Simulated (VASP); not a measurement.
# Cu in VASP: single point with PBE

Aim: the single point of Cu with PBE.

Program: VASP 6.6.1. These are calculated values, not measurements. Logs are shortened: lines on timing, memory, paths and dates and some standing lists are left out, and cuts for length are marked.

## 1. The cell of the first run

The cell holds a sublattice, 1 atom: a = 3.518 Å, b = 4.920 Å, c = 6.435 Å, α = 109.21°, β = 90.00°, γ = 110.95°.

## 2. Single point, PBE, collinear spin

File INCAR:

```
SYSTEM = Cu
ALGO = Normal ; EDIFF = 1E-6
ENCUT = 520 ; GGA = PE
GGA_COMPAT = .False. ; ISIF = 2
ISMEAR = 0 ; ISPIN = 2
LASPH = .True. ; LCHARG = .False.
LMAXMIX = 4 ; LORBIT = 11
LREAL = .False. ; LWAVE = .False.
MAGMOM = 0.57 ; NBANDS = 16
NELM = 200 ; PREC = Accurate
SIGMA = 0.1
```

File KPOINTS:

```
k-points
0
Gamma
  8 8 4
  0 0 0
```

File POSCAR:

```
Cu
1.0
    0.0000000000     -3.5175909200      0.0000000000
   -4.5949059664      1.7587954600      0.0000000000
    2.2675078889      0.0000000000     -6.0220149690
Cu
1
Direct
    0.0000000000      0.0000000000      0.5000000000
```

Potentials or basis: VASP PAW PBE potentials, release 64 (Cu).

Launch:

```sh
$ cat potpaw_PBE.64/Cu/POTCAR > POTCAR
$ mpirun -np 1 vasp_std > vasp.out
```

OUTCAR:

```text
SYSTEM = Cu
   EDIFF = 1E-6
   ENCUT = 520
   GGA = PE
   ISIF = 2
   ISMEAR = 0
   ISPIN = 2
   LASPH = .True.
   LORBIT = 11
   LREAL = .False.
   NELM = 200
   PREC = Accurate

 ion  position               nearest neighbor table
   1  0.000  0.000  0.500-

  LATTYP: Found a base centered monoclinic cell.
 ALAT       =     9.1898119328
 B/A-ratio  =     0.3827707189
 C/A-ratio  =     0.7002068569
 COS(beta)  =    -0.3523837100

  Lattice vectors:

 A1 = (  -4.5949059664,  -1.7587954600,   0.0000000000)
 A2 = (  -4.5949059664,   1.7587954600,   0.0000000000)
 A3 = (   2.2675078889,   0.0000000000,  -6.0220149690)

Analysis of symmetry for initial positions (statically):
=====================================================================
 Subroutine PRICEL returns:
 Original cell was already a primitive cell.

 Routine SETGRP: Setting up the symmetry group for a
 base centered monoclinic supercell.

 Subroutine GETGRP returns: Found  4 space group operations
 (whereof  4 operations were pure point group operations)
 out of a pool of  4 trial point group operations.

The static configuration has the point symmetry C_2h.

Analysis of symmetry for dynamics (positions and initial velocities):
=====================================================================
 Subroutine PRICEL returns:
 Original cell was already a primitive cell.

 Routine SETGRP: Setting up the symmetry group for a
 base centered monoclinic supercell.

 Subroutine GETGRP returns: Found  4 space group operations
 (whereof  4 operations were pure point group operations)
 out of a pool of  4 trial point group operations.

The dynamic configuration has the point symmetry C_2h.

Analysis of structural, dynamic, and magnetic symmetry:
=====================================================================
 Subroutine PRICEL returns:
 Original cell was already a primitive cell.

 Routine SETGRP: Setting up the symmetry group for a
 base centered monoclinic supercell.

 Subroutine GETGRP returns: Found  4 space group operations
 (whereof  4 operations were pure point group operations)
 out of a pool of  4 trial point group operations.

The overall configuration has the point symmetry C_2h.

 Subroutine INISYM returns: Found  4 space group operations
 (whereof  4 operations are pure point group operations),
 and found     1 'primitive' translations
[... 106 lines left out ...]
   EMIN   =  10.00;   EMAX   =-10.00  energy-range for DOS
   EFERMI =   0.00;   METHOD = LEGACY
   ISMEAR =     0;   SIGMA  =   0.10  broadening in eV -4-tet -1-fermi 0-gaus
   EFERMI_NEDOS =   21; number of points for ismear=-14 and -15
   IALGO  =     38    algorithm
   IMIX   =      4    mixing-type and parameters
     AMIX     =   0.40;   BMIX     =  1.00
     AMIX_MAG =   1.60;   BMIX_MAG =  1.00
  volume/ion in A,a.u.               =      97.33       656.84
  Fermi-wavevector in a.u.,A,eV,Ry     =   0.791500  1.495719  8.523681  0.626473
  Thomas-Fermi vector in A             =   1.897053
   LORBIT       =     11    0 simple, 1 ext, 2 COOP (PROOUT), +10 PAW based schemes
   GGA     = PE    functional components
   LHFCALC =     F    Hartree Fock is set to
   AEXX    =    0.0000 exact exchange contribution
   IVDW    =     0    specifies the selected vdW correction
   LEPSILON=     F    determine dielectric tensor
   LRPA    =     F    only Hartree local field effects (RPA)
 spin polarized calculation
 Gauss-broadening in eV      SIGMA  =   0.10
  energy-cutoff  :      520.00
  volume of cell :       97.33
 maximum number of plane-waves:      2641
 NGX is ok and might be reduce to    28
   NGX = 13   NGY = 19   NGZ = 23

 number of electron      11.0000001 magnetization      -0.0012949

 number of electron      11.0000001 magnetization       0.0003649

 Free energy of the ion-electron system (eV)
  ---------------------------------------------------
  ext. energy  EPLUGINS =         0.00000000
  ---------------------------------------------------
  free energy    TOTEN  =        -0.82083618 eV

  energy without entropy =       -0.81536264  energy(sigma->0) =       -0.81809941

 E-fermi :  -3.3437     XC(G=0):  -4.0747

 val. band max:       -3.3546936451   @ k =   0.2500   0.1250   0.5000
 cond. band min:      -3.1677003099   @ k =   0.2500   0.5000   0.2500
 fundamental gap:      0.1869933352
 Fermi energy:        -3.3436872291

 spin component 1

 k-point     1 :       0.0000    0.0000    0.0000
  band No.  band energies     occupation
      1      -4.6456      1.00000
      2      -3.9100      1.00000
      3      -3.8009      1.00000
      4      -3.7817      1.00000
      5      -3.7367      1.00000
      6      -3.7139      1.00000
[... 435 lines left out ...]
      5      -3.7726      1.00000
      6      -3.5727      0.99940
[... 8 lines left out ...]
     15       9.4889      0.00000
     16       9.7875      0.00000

 [... further k-points ...]

 spin component 2

 k-point     1 :       0.0000    0.0000    0.0000
  band No.  band energies     occupation
      1      -4.6455      1.00000
      2      -3.9098      1.00000
      3      -3.8008      1.00000
      4      -3.7816      1.00000
      5      -3.7367      1.00000
      6      -3.7139      1.00000
[... 435 lines left out ...]
      5      -3.7726      1.00000
      6      -3.5725      0.99939
[... 8 lines left out ...]
     15       9.4881      0.00000
     16       9.7856      0.00000

 [... further k-points ...]

------------------------ aborting loop because EDIFF is reached ----------------------------------------

  FORCE on cell =-STRESS in cart. coord.  units (eV):
  Direction    XX          YY          ZZ          XY          YZ          ZX
  --------------------------------------------------------------------------------------
  -------------------------------------------------------------------------------------
  Total       -0.4162776     -2.4371837     -0.0298736      0.0000000      0.0000000      0.0001499
  in kB       -6.8521969    -40.1176112     -0.4917387      0.0000000      0.0000000      0.0024671
  external PRESSURE =     -15.8205156 kB  Pullay stress =       0.0000000 kB

 VOLUME and BASIS-vectors are now :
 -----------------------------------------------------------------------------
  energy-cutoff  :      520.00
  volume of cell :       97.33
      direct lattice vectors                 reciprocal lattice vectors
     0.000000000 -3.517590920  0.000000000    -0.108816155 -0.284285473 -0.040973244
    -4.594905966  1.758795460  0.000000000    -0.217632310  0.000000000 -0.081946488
     2.267507889  0.000000000 -6.022014969     0.000000000  0.000000000 -0.166057375

 POSITION                                       TOTAL-FORCE (eV/Angst)
 -----------------------------------------------------------------------------------
      1.13375      0.00000     -3.01101         0.000000      0.000000      0.000000
 -----------------------------------------------------------------------------------
    total drift:                                0.000000     -0.000000     -0.000000

  FREE ENERGIE OF THE ION-ELECTRON SYSTEM (eV)
  ---------------------------------------------------
  free  energy   TOTEN  =        -0.8208361848 eV

  energy  without entropy=       -0.8153626373  energy(sigma->0) =       -0.81809941

 total charge

# of ion       s       p       d       tot
------------------------------------------
    1        0.328   0.008   9.393   9.729

 magnetization (x)

# of ion       s       p       d       tot
------------------------------------------
    1        0.000   0.000   0.000   0.000
```

It took 2.9 min on 1 thread of AMD EPYC 7R43 (Zen 3), shared host; peak memory 0.34 GiB.

Results:

* Free energy: -0.8208 eV
* Pressure: -1.6 GPa
* Net moment: 0.00 μB per cell
* Valence electrons inside the program's atomic spheres: Cu 9.73
